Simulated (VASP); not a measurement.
Wanted: the native input for a VASP 6.6.1 run.

```
Task                   : single point
Functional             : LDA
Potentials or basis    : VASP PAW LDA potentials, release 64 (B, P)
Cutoff                 : 520 eV
k mesh                 : 10 × 10 × 10
Occupations            : gaussian, width 0.01 eV
Spin                   : no spin polarisation
Dipole correction      : no
Further INCAR settings : ALGO = Normal; EDIFF = 1e-07; NBANDS = 11
```

The structure of BP lies in POSCAR:

```
BP
1.0
    0.0000000000      2.2250781898      2.2250781898
    2.2250781898      0.0000000000      2.2250781898
    2.2250781898      2.2250781898      0.0000000000
B P
1 1
Direct
    0.0000000000      0.0000000000      0.0000000000
    0.7500000000      0.7500000000      0.7500000000
```

One way to write it, as run:

INCAR

```
PREC = Accurate
ENCUT = 520
EDIFF = 1E-7
ISMEAR = 0
SIGMA = 0.01
LREAL = F
LASPH = T
NELM = 80
ALGO = Normal
ISIF = 2
LWAVE = F
LCHARG = F
GGA = CA
NBANDS = 11
```

KPOINTS

```
regular mesh
0
Gamma
  10 10 10
```

Potentials or basis: VASP PAW LDA potentials, release 64 (B, P).

Run with:

```console
$ cat potpaw_LDA.64/B/POTCAR potpaw_LDA.64/P/POTCAR > POTCAR
$ mpirun -np 1 vasp_std > vasp.out
```

Results of the run:

| Item | Value |
| --- | --- |
| Pressure | 4.9 GPa |
| Band gap on the k mesh | 1.12 eV, indirect (least direct gap 3.48 eV) |

It took 4.1 s on 1 thread of Intel Xeon 6975P-C (shared host), peak memory 0.13 GiB.
